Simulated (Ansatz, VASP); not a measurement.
# One calculation of Ir, two programs

```
CELL_PARAMETERS angstrom
0.00000 1.90594 1.90594
1.90594 0.00000 1.90594
1.90594 1.90594 0.00000
ATOMIC_POSITIONS crystal
Ir 0.00000 0.00000 0.00000
```

Change from the starting cell: volume scaled by 1, crystal datasets.

Alike in both runs: task single point; functional LDA; k mesh 19 × 19 × 19; occupations fermi-dirac, width 0.08 eV; no spin polarisation.

```csv
,VASP,Ansatz
version,VASP 6.6.1,Ansatz 0.2.0
potentials or method,"VASP PAW LDA potentials, release 64 (Ir), cutoff 500 eV","all-electron PAW with datasets made for the crystal, scalar-relativistic"
```

Ansatz gave:

- pressure (GPa): 0.0

Which values does VASP return?

Pressure (GPa): 2.6.

LDA's correlation is that of Perdew and Zunger in VASP and of Perdew and Wang (1992) in Ansatz. Ansatz ran all-electron here, and VASP with PAW potentials.

Spin-orbit coupling is off throughout.
